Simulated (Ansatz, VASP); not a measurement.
Re: VASP beside Ansatz

```xyz
2
Lattice="2.7608 0.0000 0.0000 -1.3804 2.3909 0.0000 0.0000 0.0000 4.4582" Properties=species:S:1:pos:R:3 pbc="T T T"
Re    1.3804    0.7970    3.3436
Re    0.0000    1.5939    1.1145
```

Alike in both runs: task relaxation of cell and atoms; functional BLYP; dispersion D3(BJ); k mesh 11 × 11 × 6; occupations fermi-dirac, width 0.05 eV; no spin polarisation.

|  | VASP | Ansatz |
| --- | --- | --- |
| version | VASP 6.6.1 | Ansatz 0.2.0 |
| potentials or method | VASP PAW PBE potentials, release 64 (Re) | Ansatz PAW |
| plane-wave cutoff (eV) | 600 | 420 |
| valence electrons in the cell | 14 | 30 |

```tsv
	VASP	Ansatz	Ansatz less VASP
relaxed volume (Å³/atom)	14.87	14.77	-0.097
relaxed length of the cell vector where the two differ most in proportion (Å)	2.773	2.766	-0.0064
```

VASP's potentials were made for PBE, not for BLYP. VASP's potentials hold 14 valence electrons a cell and Ansatz's 30, so a difference there can come from the potentials and not from the codes.

Spin-orbit coupling is off throughout. Noted on Ansatz's run: the plane-wave basis is chosen anew once the cell has moved, so the energies of steps on either side of that aren't comparable.
